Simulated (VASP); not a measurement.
Wanted: the native input for a VASP 6.6.1 run.

```
Task                   : single point
Functional             : r2SCAN
Dispersion             : D3(BJ)
Potentials or basis    : VASP PAW PBE potentials, release 64 (P)
Cutoff                 : 520 eV
k mesh                 : 9 × 9 × 9
Occupations            : fermi-dirac, width 0.05 eV
Spin                   : no spin polarisation
Dipole correction      : no
Further INCAR settings : ALGO = Normal; EDIFF = 1e-06; NBANDS = 12
```

Crystal: P.

```xyz
2
Lattice="1.7226 0.9945 3.0270 -1.7226 0.9945 3.0270 0.0000 -1.9890 3.0270" Properties=species:S:1:pos:R:3 pbc="T T T"
P     0.0000    0.0000    6.9970
P     0.0000    0.0000    2.0840
```

These files were run (other wordings do the same):

POSCAR

```
P
1.0
    1.7225568618      0.9945186679      3.0269930167
   -1.7225568618      0.9945186679      3.0269930167
    0.0000000000     -1.9890373357      3.0269930167
P
2
Direct
    0.7705088366      0.7705088366      0.7705088366
    0.2294911634      0.2294911634      0.2294911634
```

INCAR.step1

```
SYSTEM = P
  ALGO = Normal
  EDIFF = 1E-4
  ENCUT = 520
  GGA = PE
  ISMEAR = -1
  LASPH = .True.
  LCHARG = .False.
  LREAL = .False.
  LWAVE = .True.
  NBANDS = 12
  NELM = 60
  PREC = Accurate
  SIGMA = 0.05
```

INCAR.step2

```
SYSTEM = P
  ALGO = Normal
  EDIFF = 1E-6
  ENCUT = 520
  ISIF = 2
  ISMEAR = -1
  ISTART = 1
  IVDW = 12
  LASPH = .True.
  LCHARG = .False.
  LMIXTAU = .True.
  LREAL = .False.
  LWAVE = .False.
  METAGGA = R2SCAN
  NBANDS = 12
  NELM = 60
  PREC = Accurate
  SIGMA = 0.05
  VDW_A1 = 0.49484001
  VDW_A2 = 5.73083694
  VDW_S6 = 1.0
  VDW_S8 = 0.78981345
```

KPOINTS

```
k-points
0
Gamma
  9 9 9
  0 0 0
```

Potentials or basis: VASP PAW PBE potentials, release 64 (P).

Run with:

```sh
$ cat potpaw_PBE.64/P/POTCAR > POTCAR
$ cp INCAR.step1 INCAR
$ mpirun -np 1 vasp_std > vasp.out
$ cp INCAR.step2 INCAR
$ mpirun -np 1 vasp_std > vasp.out
```

Results of the run:

| Item | Value |
| --- | --- |
| Pressure | -0.6 GPa |
| Largest force | 0.087 eV/Å |
| Band gap on the k mesh | zero (band 5 reaches 9.84 eV, above the bottom of band 6 at 9.08 eV) |
| Dispersion energy per atom | -0.212 eV |

Caveat: the PAW data sets were made with another functional, which shifts forces and pressure a little; pairwise dispersion overbinds metals, which lowers pressure and volume.

Run time: 110 s on 1 thread of Intel(R) Xeon(R) Platinum 8488C (Sapphire Rapids), on a shared host, peak memory 0.17 GiB.
